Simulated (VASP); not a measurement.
Write the native input for VASP 6.6.1 that does the following.

```yaml
Task: single point
Functional: LDA
Potentials_or_basis: VASP PAW LDA potentials, release 64 (Al, N)
Cutoff: 600 eV
k_mesh: 10 × 10 × 10
Occupations: gaussian, width 0.05 eV
Spin: no spin polarisation
Dipole_correction: no
Further_INCAR_settings: ALGO = Normal; EDIFF = 1e-06; NBANDS = 11
```

The structure of AlN lies in POSCAR:

```
AlN
1.0
    0.0000000000      2.1839935596      2.1839935596
    2.1839935596      0.0000000000      2.1839935596
    2.1839935596      2.1839935596      0.0000000000
Al N
1 1
Direct
    0.0686815212     -0.0686815212     -0.0686815212
    0.7500000000      0.7500000000      0.7500000000
```

This cell differs from its parent crystal: atom 1 (Al) moved by (-0.300, +0.000) A along x and y.

The input as run:

INCAR

```
SYSTEM = AlN
PREC = Accurate ; ENCUT = 600
EDIFF = 1E-6 ; ISMEAR = 0
SIGMA = 0.05 ; LREAL = .False.
LASPH = .True. ; NELM = 120
ALGO = Normal ; ISIF = 2
LWAVE = .False. ; LCHARG = .False.
NBANDS = 11 ; GGA_COMPAT = .False.
```

KPOINTS

```
regular mesh
0
Gamma
  10 10 10
  0 0 0
```

Potentials or basis: VASP PAW LDA potentials, release 64 (Al, N).

Launch:

```bash
$ cat potpaw_LDA.64/Al/POTCAR potpaw_LDA.64/N/POTCAR > POTCAR
$ mpirun -np 1 vasp_std > vasp.out
```

Results of the run:

The pressure is 7.7 GPa and the largest force is 3.959 eV/Å. The band gap on the k mesh is 2.50 eV (least direct gap 3.38 eV).

Caveat: the cell differs from its parent crystal (atom 1 (Al) moved by (-0.300, +0.000) A along x and y); the cell stands under pressure; forces of over 1 eV/Å act on the atoms, so gaps and moduli don't describe the material at rest.

Wall time 56 s on 1 thread of AMD EPYC 7R13 Processor (Zen 3), with other jobs on the host, peak memory 0.14 GiB.
